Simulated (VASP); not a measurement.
# Al2Au (Fm-3m) in VASP: settings compared

The runs below take Al2Au through relaxation of cell and atoms, single point, with PBEsol, r2SCAN.

Everything below comes from runs of VASP 6.6.1. Logs are shortened: lines on timing, memory, paths and dates and some standing lists are left out, and cuts for length are marked.

## (1) The cell of the first run

Symmetry: Fm-3m, No. 225, cubic system. The conventional cell has a = 6.000 Å, b = 6.000 Å, c = 6.000 Å, α = 90.00°, β = 90.00°, γ = 90.00°. Au (site symmetry m-3m) has 8 Al at 2.60 Å within 3.4 Å. Al (site symmetry -43m) has 4 Au at 2.60 Å and 6 Al at 3.00 Å within 3.4 Å.

## (2) Relaxation of cell and atoms, PBEsol, target pressure 2 GPa, at which the enthalpy is minimised

INCAR reads:

```
ALGO = Normal
EDIFF = 1E-6
EDIFFG = -0.01
ENCUT = 600
GGA = PS
IBRION = 2
ISIF = 3
ISMEAR = -1
LASPH = True
LCHARG = False
LREAL = False
LWAVE = False
NELM = 100
NSW = 60
PREC = Accurate
PSTRESS = 20.0
SIGMA = 0.05
```

KPOINTS reads:

```
k-points
0
Gamma
  8 8 8
```

POSCAR reads:

```
Al2Au
1.0
    0.0000000000      3.0000000000      3.0000000000
    3.0000000000      0.0000000000      3.0000000000
    3.0000000000      3.0000000000      0.0000000000
Au Al
1 2
Direct
    0.0000000000      0.0000000000      0.0000000000
    0.7500000000      0.7500000000      0.7500000000
    0.2500000000      0.2500000000      0.2500000000
```

Potentials or basis: VASP PAW PBE potentials, release 64 (Au, Al).

Run with:

```
$ cat potpaw_PBE.64/Au/POTCAR potpaw_PBE.64/Al/POTCAR > POTCAR
$ mpirun -np 1 vasp_std > vasp.out
```

OUTCAR:

```text
EDIFF = 1E-6
   EDIFFG = -0.01
   ENCUT = 600
   GGA = PS
   IBRION = 2
   ISIF = 3
   ISMEAR = -1
   LASPH = True
   LREAL = False
   NELM = 100
   NSW = 60
   PREC = Accurate
   PSTRESS = 20.0

 ion  position               nearest neighbor table
   1  0.000  0.000  0.000-   2 2.60   2 2.60   2 2.60   2 2.60   3 2.60   3 2.60   3 2.60   3 2.60

   2  0.750  0.750  0.750-   1 2.60   1 2.60   1 2.60   1 2.60   3 3.00   3 3.00   3 3.00   3 3.00
                             3 3.00   3 3.00
   3  0.250  0.250  0.250-   1 2.60   1 2.60   1 2.60   1 2.60   2 3.00   2 3.00   2 3.00   2 3.00
                             2 3.00   2 3.00

  LATTYP: Found a face centered cubic cell.
 ALAT       =     6.0000000000

  Lattice vectors:

 A1 = (   0.0000000000,   3.0000000000,   3.0000000000)
 A2 = (   3.0000000000,   0.0000000000,   3.0000000000)
 A3 = (   3.0000000000,   3.0000000000,   0.0000000000)

Analysis of symmetry for initial positions (statically):
=====================================================================
 Subroutine PRICEL returns:
 Original cell was already a primitive cell.

 Routine SETGRP: Setting up the symmetry group for a
 face centered cubic supercell.

 Subroutine GETGRP returns: Found 48 space group operations
 (whereof 48 operations were pure point group operations)
 out of a pool of 48 trial point group operations.

The static configuration has the point symmetry O_h .

Analysis of symmetry for dynamics (positions and initial velocities):
=====================================================================
 Subroutine PRICEL returns:
 Original cell was already a primitive cell.

 Routine SETGRP: Setting up the symmetry group for a
 face centered cubic supercell.

 Subroutine GETGRP returns: Found 48 space group operations
 (whereof 48 operations were pure point group operations)
 out of a pool of 48 trial point group operations.

The dynamic configuration has the point symmetry O_h .

 Subroutine INISYM returns: Found 48 space group operations
 (whereof 48 operations are pure point group operations),
 and found     1 'primitive' translations

----------------------------------------------------------------------------------------

                                     Primitive cell

  volume of cell :      54.0000

  direct lattice vectors                    reciprocal lattice vectors
     0.000000000  3.000000000  3.000000000    -0.166666667  0.166666667  0.166666667
     3.000000000  0.000000000  3.000000000     0.166666667 -0.166666667  0.166666667
     3.000000000  3.000000000  0.000000000     0.166666667  0.166666667 -0.166666667

  length of vectors
     4.242640687  4.242640687  4.242640687     0.288675135  0.288675135  0.288675135

  position of ions in fractional coordinates (direct lattice)
     0.000000000  0.000000000  0.000000000
     0.750000000  0.750000000  0.750000000
     0.250000000  0.250000000  0.250000000

  ion indices of the primitive-cell ions
   primitive index   ion index
                 1           1
                 2           2
                 3           3

----------------------------------------------------------------------------------------

 KPOINTS: k-points

Automatic generation of k-mesh.
 Grid dimensions read from file:
 generate k-points for:    8    8    8

 Generating k-lattice:

  Cartesian coordinates                     Fractional coordinates (reciprocal lattice)
    -0.020833333  0.020833333  0.020833333     0.125000000  0.000000000  0.000000000
     0.020833333 -0.020833333  0.020833333     0.000000000  0.125000000  0.000000000
     0.020833333  0.020833333 -0.020833333     0.000000000  0.000000000  0.125000000

  Length of vectors
     0.036084392  0.036084392  0.036084392

  Shift w.r.t. Gamma in fractional coordinates (k-lattice)
     0.000000000  0.000000000  0.000000000

 Subroutine IBZKPT returns following result:
 ===========================================

 Found     29 irreducible k-points:

 Following reciprocal coordinates:
            Coordinates               Weight
  0.000000  0.000000  0.000000      1.000000
  0.125000  0.000000  0.000000      8.000000
  0.250000  0.000000  0.000000      8.000000
  0.375000  0.000000  0.000000      8.000000
  0.500000  0.000000  0.000000      4.000000
  0.125000  0.125000  0.000000      6.000000
[... 16 lines left out ...]
  0.500000  0.250000  0.125000     48.000000
 -0.375000  0.250000  0.125000     24.000000
 [... further k-points ...]
   k-points           NKPTS =     29   k-points in BZ     NKDIM =     29   number of bands    NBANDS=     12
   number of dos      NEDOS =    301   number of ions     NIONS =      3
   total plane-waves  NPLWV =  46656
   dimension x,y,z NGX =    36 NGY =   36 NGZ =   36
   dimension x,y,z NGXF=    72 NGYF=   72 NGZF=   72
   ions per type =               1   2
   NGX,Y,Z   is equivalent  to a cutoff of  14.11, 14.11, 14.11 a.u.
   NGXF,Y,Z  is equivalent  to a cutoff of  28.21, 28.21, 28.21 a.u.
 SYSTEM =  unknown system
   PREC   = accura    normal or accurate (medium, high low for compatibility)
   ISTART =      0    job   : 0-new  1-cont  2-samecut
   ICHARG =      2    charge: 1-file 2-atom 10-const
   ISPIN  =      1    spin polarized calculation?
   LNONCOLLINEAR =      F non collinear calculations
   LSORBIT =      F    spin-orbit coupling
   LASPH  =      T    aspherical Exc in radial PAW
   ENCUT  =  600.0 eV  44.10 Ry    6.64 a.u.   8.47  8.47  8.47*2*pi/ulx,y,z
   NELM   =    100;   NELMIN=  2; NELMDL= -5     # of ELM steps
   EDIFF  = 0.1E-05   stopping-criterion for ELM
   LREAL  =      F    real-space projection
   EDIFFG = -.1E-01   stopping-criterion for IOM
   NSW    =     60    number of steps for IOM
   IBRION =      2    ionic relax: 0-MD 1-quasi-New 2-CG
   NFREE  =      1    steps in history (QN), initial steepest desc. (CG)
   ISIF   =      3    stress and relaxation
   ISYM   =      2    0-nonsym 1-usesym 2-fastsym
   POTIM  = 0.5000    time-step for ionic-motion
   TEBEG  =    0.0;   TEEND  =   0.0 temperature during run
   PSTRESS=   20.0 pullay stress
   NELECT =      17.0000    total number of electrons
   NUPDOWN=      -1.0000    fix difference up-down
   EMIN   =  10.00;   EMAX   =-10.00  energy-range for DOS
   EFERMI =   0.00;   METHOD = LEGACY
   ISMEAR =    -1;   SIGMA  =   0.05  broadening in eV -4-tet -1-fermi 0-gaus
   EFERMI_NEDOS =   21; number of points for ismear=-14 and -15
   IALGO  =     38    algorithm
   IMIX   =      4    mixing-type and parameters
     AMIX     =   0.40;   BMIX     =  1.00
     AMIX_MAG =   1.60;   BMIX_MAG =  1.00
  volume/ion in A,a.u.               =      18.00       121.47
  Fermi-wavevector in a.u.,A,eV,Ry     =   1.113679  2.104547 16.875035  1.240280
  Thomas-Fermi vector in A             =   2.250266
   LORBIT       =      0    0 simple, 1 ext, 2 COOP (PROOUT), +10 PAW based schemes
   GGA     = PS    functional components
   LHFCALC =     F    Hartree Fock is set to
   AEXX    =    0.0000 exact exchange contribution
   IVDW    =     0    specifies the selected vdW correction
   LEPSILON=     F    determine dielectric tensor
   LRPA    =     F    only Hartree local field effects (RPA)
 conjugate gradient relaxation of ions
 non-spin polarized calculation
  energy-cutoff  :      600.00
  volume of cell :       54.00
 maximum number of plane-waves:      1826
 NGX is ok and might be reduce to    36
   NGX = 17   NGY = 17   NGZ = 17

--------------------------------------- Ionic step        1  -------------------------------------------

 number of electron      17.0000001 magnetization

 Free energy of the ion-electron system (eV)
  ---------------------------------------------------
  ext. energy  EPLUGINS =         0.00000000
  ---------------------------------------------------
  free energy    TOTEN  =       -13.48721196 eV

  energy without entropy =      -13.47866302  energy(sigma->0) =      -13.48293749

------------------------ aborting loop because EDIFF is reached ----------------------------------------

  FORCE on cell =-STRESS in cart. coord.  units (eV):
  Direction    XX          YY          ZZ          XY          YZ          ZX
  --------------------------------------------------------------------------------------
  -------------------------------------------------------------------------------------
  Total       -0.0252396     -0.0252396     -0.0252396     -0.0000000     -0.0000000      0.0000000
  in kB       -0.7488579     -0.7488579     -0.7488579     -0.0000000     -0.0000000      0.0000000
  external PRESSURE =     -20.7488579 kB  Pullay stress =      20.0000000 kB

 VOLUME and BASIS-vectors are now :
 -----------------------------------------------------------------------------
  energy-cutoff  :      600.00
  volume of cell :       54.00
      direct lattice vectors                 reciprocal lattice vectors
     0.000000000  3.000000000  3.000000000    -0.166666667  0.166666667  0.166666667
     3.000000000  0.000000000  3.000000000     0.166666667 -0.166666667  0.166666667
     3.000000000  3.000000000  0.000000000     0.166666667  0.166666667 -0.166666667
[... 48 lines left out ...]
  FREE ENERGIE OF THE ION-ELECTRON SYSTEM (eV)
  ---------------------------------------------------
  free  energy   TOTEN  =       -13.4654006619 eV

  energy  without entropy=      -13.4582085644  energy(sigma->0) =      -13.46180461

  enthalpy is  TOTEN    =       -12.8138048251 eV   P V=        0.6515958367

--------------------------------------- Ionic step        3  -------------------------------------------

 number of electron      17.0000002 magnetization

 Free energy of the ion-electron system (eV)
  ---------------------------------------------------
  ext. energy  EPLUGINS =         0.00000000
  ---------------------------------------------------
  free energy    TOTEN  =       -13.48170638 eV

  energy without entropy =      -13.47384984  energy(sigma->0) =      -13.47777811

 E-fermi :   7.9001     XC(G=0): -10.7164

 val. band max:        7.8204496275   @ k =   0.3750   0.1250   0.0000
 cond. band min:       7.9042252846   @ k =  -0.1250   0.1250   0.0000
 fundamental gap:      0.0837756571
 Fermi energy:         7.9001075802

 k-point     1 :       0.0000    0.0000    0.0000
  band No.  band energies     occupation
      1      -2.7993      2.00000
      2       1.1877      2.00000
      3       1.1877      2.00000
      4       1.1877      2.00000
      5       2.1673      2.00000
      6       2.1673      2.00000
      7      10.2942      0.00000
      8      10.8236      0.00000
      9      10.8236      0.00000
     10      10.8236      0.00000
     11      11.9023      0.00000
     12      11.9023      0.00000

 k-point     2 :       0.1250    0.0000    0.0000
  band No.  band energies     occupation
      1      -2.5922      2.00000
      2       1.1233      2.00000
      3       1.2389      2.00000
      4       1.2389      2.00000
      5       2.1572      2.00000
      6       2.1572      2.00000
      7       8.4604      0.00003
      8      10.1579      0.00000
      9      10.1579      0.00000
     10      10.5075      0.00000
     11      12.5944      0.00000
     12      12.5944      0.00000
[... 316 lines left out ...]
 k-point    24 :      -0.3750    0.2500    0.1250
  band No.  band energies     occupation
      1      -0.1882      2.00000
      2       0.9363      2.00000
      3       1.5386      2.00000
      4       1.6738      2.00000
      5       2.0919      2.00000
      6       2.3576      2.00000
      7       2.9168      2.00000
      8       5.8097      2.00000
      9       7.0520      2.00000
     10      10.8534      0.00000
     11      11.8472      0.00000
     12      13.8588      0.00000

 [... further k-points ...]
[... 5 lines left out ...]
  --------------------------------------------------------------------------------------
  -------------------------------------------------------------------------------------
  Total        0.6615212      0.6615212      0.6615212     -0.0000000     -0.0000000      0.0000000
  in kB       19.9761700     19.9761700     19.9761700     -0.0000000     -0.0000000      0.0000000
  external PRESSURE =      -0.0238300 kB  Pullay stress =      20.0000000 kB

 VOLUME and BASIS-vectors are now :
 -----------------------------------------------------------------------------
  energy-cutoff  :      600.00
  volume of cell :       53.06
      direct lattice vectors                 reciprocal lattice vectors
    -0.000000000  2.982433085  2.982433085    -0.167648355  0.167648355  0.167648355
     2.982433085 -0.000000000  2.982433085     0.167648355 -0.167648355  0.167648355
     2.982433085  2.982433085 -0.000000000     0.167648355  0.167648355 -0.167648355

 POSITION                                       TOTAL-FORCE (eV/Angst)
 -----------------------------------------------------------------------------------
      0.00000      0.00000     -0.00000        -0.000000     -0.000000      0.000000
      4.47365      4.47365      4.47365        -0.000000     -0.000000     -0.000000
      1.49122      1.49122      1.49122         0.000000      0.000000      0.000000
 -----------------------------------------------------------------------------------
    total drift:                               -0.000000      0.000000      0.000000

  FREE ENERGIE OF THE ION-ELECTRON SYSTEM (eV)
  ---------------------------------------------------
  free  energy   TOTEN  =       -13.4817063837 eV

  energy  without entropy=      -13.4738498391  energy(sigma->0) =      -13.47777811

  enthalpy is  TOTEN    =       -12.8193960452 eV   P V=        0.6623103385

 reached required accuracy - stopping structural energy minimisation
```

It took 81 s on 1 thread of Intel Xeon 6975P-C, shared host; peak memory 0.22 GiB.

What came out:

```
Free energy                                            : -13.4817 eV
Relaxed volume                                         : 17.69 Å³/atom
Relaxed cell                                           : a = 4.218 Å, b = 4.218 Å, c = 4.218 Å, α = 60.00°, β = 60.00°, γ = 60.00°
Space group after relaxing (to 0.05 Å)                 : Fm-3m (No. 225)
Energy change on relaxing (the enthalpy is what falls) : +1.8 meV/atom
Ionic steps                                            : 3
Pressure after relaxing                                : 2.0 GPa
```

The path:
| step | energy change (eV) | largest force (eV/Å) | pressure (GPa) | volume (Å³) |
| --- | --- | --- | --- | --- |
| 1 | 0.0000 | 0.0000 | -0.07 | 54.00 |
| 2 | 0.0218 | 0.0000 | 4.13 | 52.20 |
| 3 | 0.0055 | 0.0000 | 2.00 | 53.06 |

Final structure:
```xyz
3
Lattice="0.0000 2.9824 2.9824 2.9824 0.0000 2.9824 2.9824 2.9824 0.0000" Properties=species:S:1:pos:R:3 pbc="T T T"
Au    0.0000    0.0000    0.0000
Al    4.4737    4.4737    4.4737
Al    1.4912    1.4912    1.4912
```

Caveat: the cell is relaxed towards a set pressure, so the enthalpy falls and the energy may rise; the PAW data sets were made with another functional, which shifts forces and pressure a little; spin-orbit coupling is left out, which moves the levels of the heavy elements.

(Part 1 of 3 ends here.)
